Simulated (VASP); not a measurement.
# AlRu in VASP: notebook, part 2 of 2

VASP 6.6.1. Earlier steps stand in the parts before.

### Step 4. Single point, PBEsol (strain +0.050 along x and y, +0.050 along z)

INCAR reads:

```
PREC     = Accurate       # precision mode
ENCUT    = 520            # plane-wave cutoff, eV
EDIFF    = 1E-7           # SCF threshold, eV
ISMEAR   = 0              # smearing method
SIGMA    = 0.15           # smearing width, eV
LREAL    = False          # projectors in reciprocal space
LASPH    = True           # aspherical terms in the spheres
NELM     = 100            # most SCF steps
ALGO     = Normal         # electronic algorithm
ISIF     = 2              # what is computed and relaxed
LWAVE    = False          # write WAVECAR
LCHARG   = False          # write CHGCAR
GGA      = PS             # functional
NBANDS   = 16             # bands
```

KPOINTS reads:

```
regular mesh
0
Gamma
  16 16 16
```

POSCAR reads:

```
AlRu
1.0
    3.1411800000      0.0000000000      0.0000000000
    0.0000000000      3.1411800000      0.0000000000
    0.0000000000      0.0000000000      3.1411800000
Al Ru
1 1
Direct
    0.0000000000      0.0000000000      0.0000000000
    0.5000000000      0.5000000000      0.5000000000
```

Potentials or basis: VASP PAW PBE potentials, release 64 (Al, Ru_pv).

The run is started by

```sh
$ cat potpaw_PBE.64/Al/POTCAR potpaw_PBE.64/Ru_pv/POTCAR > POTCAR
$ mpirun -np 1 vasp_std > vasp.out
```

OUTCAR:

```text
PREC = Accurate
   ENCUT = 520
   EDIFF = 1E-7
   ISMEAR = 0
   LREAL = False
   LASPH = True
   NELM = 100
   ISIF = 2
   GGA = PS

 ion  position               nearest neighbor table
   1  0.000  0.000  0.000-   2 2.72   2 2.72   2 2.72   2 2.72   2 2.72   2 2.72   2 2.72   2 2.72

   2  0.500  0.500  0.500-   1 2.72   1 2.72   1 2.72   1 2.72   1 2.72   1 2.72   1 2.72   1 2.72

  LATTYP: Found a simple cubic cell.
 ALAT       =     3.1411800000

  Lattice vectors:

 A1 = (   3.1411800000,   0.0000000000,   0.0000000000)
 A2 = (   0.0000000000,   3.1411800000,   0.0000000000)
 A3 = (   0.0000000000,   0.0000000000,   3.1411800000)

Analysis of symmetry for initial positions (statically):
=====================================================================
 Subroutine PRICEL returns:
 Original cell was already a primitive cell.

 Routine SETGRP: Setting up the symmetry group for a
 simple cubic supercell.

 Subroutine GETGRP returns: Found 48 space group operations
 (whereof 48 operations were pure point group operations)
 out of a pool of 48 trial point group operations.

The static configuration has the point symmetry O_h .
[... 161 lines left out ...]

 E-fermi :   8.6833     XC(G=0): -11.9521

 val. band max:        8.6776712237   @ k =   0.4375   0.4375   0.1250
 cond. band min:       8.6848745888   @ k =   0.3750   0.1250   0.0625
 fundamental gap:      0.0072033650
 Fermi energy:         8.6832551523

 k-point     1 :       0.0000    0.0000    0.0000
  band No.  band energies     occupation
      1     -33.0066      2.00000
      2     -33.0066      2.00000
      3     -33.0066      2.00000
      4      -0.1798      2.00000
      5       5.7977      2.00000
      6       5.7977      2.00000
[... 433 lines left out ...]
      3     -32.9951      2.00000
      4       3.4758      2.00000
      5       3.7835      2.00000
      6       6.5681      2.00000
[... 8 lines left out ...]
     15      19.5270      0.00000
     16      20.7198      0.00000

 [... further k-points ...]

------------------------ aborting loop because EDIFF is reached ----------------------------------------

  FORCE on cell =-STRESS in cart. coord.  units (eV):
  Direction    XX          YY          ZZ          XY          YZ          ZX
  --------------------------------------------------------------------------------------
  -------------------------------------------------------------------------------------
  Total       -4.7938890     -4.7938890     -4.7938890      0.0000000      0.0000000      0.0000000
  in kB     -247.8107167   -247.8107167   -247.8107167      0.0000000      0.0000000      0.0000000
  external PRESSURE =    -247.8107167 kB  Pullay stress =       0.0000000 kB

 VOLUME and BASIS-vectors are now :
 -----------------------------------------------------------------------------
  energy-cutoff  :      520.00
  volume of cell :       30.99
      direct lattice vectors                 reciprocal lattice vectors
     3.141180000  0.000000000  0.000000000     0.318351702  0.000000000  0.000000000
     0.000000000  3.141180000  0.000000000     0.000000000  0.318351702  0.000000000
     0.000000000  0.000000000  3.141180000     0.000000000  0.000000000  0.318351702

 POSITION                                       TOTAL-FORCE (eV/Angst)
 -----------------------------------------------------------------------------------
      0.00000      0.00000      0.00000         0.000000      0.000000      0.000000
      1.57059      1.57059      1.57059         0.000000      0.000000      0.000000
 -----------------------------------------------------------------------------------
    total drift:                                0.000000     -0.000000     -0.000000

  FREE ENERGIE OF THE ION-ELECTRON SYSTEM (eV)
  ---------------------------------------------------
  free  energy   TOTEN  =       -15.1153155842 eV

  energy  without entropy=      -15.0920606961  energy(sigma->0) =      -15.10368814
```

stdout:

```text
POSCAR found type information on POSCAR AlRu
 POSCAR found :  2 types and       2 ions
 scaLAPACK will be used
 -----------------------------------------------------------------------------
|                                                                             |
|                                                                             |
|     You enforced a specific xc type in the INCAR file but a different       |
|     I HOPE YOU KNOW WHAT YOU ARE DOING!                                     |
|                                                                             |
 -----------------------------------------------------------------------------

 LDA part: xc-table for (Slater+PW92), standard interpolation
 POSCAR, INCAR and KPOINTS ok, starting setup
 FFT: planning ... GRIDC
 FFT: planning ... GRID_SOFT
 FFT: planning ... GRID
 WAVECAR not read
 entering main loop
```

It took 38 s on 1 thread of AMD EPYC 9R45 (Zen 5), shared host; peak memory 0.17 GiB.

What came out:

```
Free energy : -15.1153 eV
Pressure    : -24.8 GPa
```

Caveat: the cell differs from its parent crystal (strain +0.050 along x and y, +0.050 along z); the PAW data sets were made with another functional, which shifts forces and pressure a little.

### Step 5. Single point, PBEsol (strain -0.050 along x and y, -0.025 along z)

INCAR reads:

```
  ALGO = Fast
  EDIFF = 1E-6
  ENCUT = 520
  GGA = PS
  ISIF = 2
  ISMEAR = 0
  LASPH = True
  LCHARG = True
  LELF = True
  LREAL = False
  LVHAR = True
  LWAVE = False
  NBANDS = 16
  NELM = 80
  PREC = Accurate
  SIGMA = 0.15
```

KPOINTS reads:

```
k-points
0
Gamma
  16 16 16
```

POSCAR reads:

```
AlRu
1.0
    2.8420200000      0.0000000000      0.0000000000
    0.0000000000      2.8420200000      0.0000000000
    0.0000000000      0.0000000000      2.9168100000
Al Ru
1 1
Direct
    0.0000000000      0.0000000000      0.0000000000
    0.5000000000      0.5000000000      0.5000000000
```

The run is started by

```sh
$ cat potpaw_PBE.64/Al/POTCAR potpaw_PBE.64/Ru_pv/POTCAR > POTCAR
$ mpirun -np 1 vasp_std > vasp.out
```

Run time: 90 s. Hardware: 1 thread of AMD EPYC 9R45 (Zen 5), shared host; peak memory 0.23 GiB.

Results (log left out):

```yaml
Free_energy: -15.2647 eV
Pressure: 31.9 GPa
```

Stress tensor (GPa, compression positive):
```
33.93  0.00  0.00
 0.00 33.93  0.00
 0.00  0.00 27.76
```

Levels at points of the mesh, in eV from the Fermi level:
```csv
k point,band 6,band 7,band 8,band 9,band 10,band 11,band 12,band 13
"(0.00, 0.00, 0.00)",-4.37,0.15,0.15,0.34,6.13,6.99,6.99,11.65
"(0.50, 0.00, 0.00)",-3.38,-2.16,-1.81,0.49,2.95,7.27,11.18,11.88
"(0.50, 0.50, 0.00)",-1.65,-1.65,-1.35,-1.35,1.99,6.43,7.79,11.17
"(0.00, 0.00, 0.50)",-3.50,-1.79,-1.79,0.62,2.42,7.33,11.89,11.89
"(0.50, 0.00, 0.50)",-1.61,-1.42,-1.41,-1.31,1.77,6.05,7.58,11.85
"(0.50, 0.50, 0.50)",-5.41,1.85,2.09,3.38,4.27,4.49,4.49,9.69
```

Caveat: the cell differs from its parent crystal (strain -0.050 along x and y, -0.025 along z); the PAW data sets were made with another functional, which shifts forces and pressure a little.

### Step 6. Summary

```tsv
cell	gap on the mesh (eV)	pressure (GPa)
a = 2.917 Å, 2 atoms	none	15.3
a = 3.066 Å, 2 atoms	none	-16.1
a = 3.141 Å, 2 atoms	none	-24.8
a = 2.842, b = 2.842, c = 2.917 Å, 2 atoms	none	31.9
```

Alike in all rows: task single point; level PBEsol; potentials or basis VASP PAW PBE potentials, release 64 (Al, Ru_pv); no spin polarisation; k mesh 16 × 16 × 16; cutoff (eV) 520; smearing gaussian 0.15 eV.

Caveats: the PAW data sets were made with another functional, which shifts forces and pressure a little.

Total energies depend on the potentials used, so only differences within one code and one set of settings carry meaning.
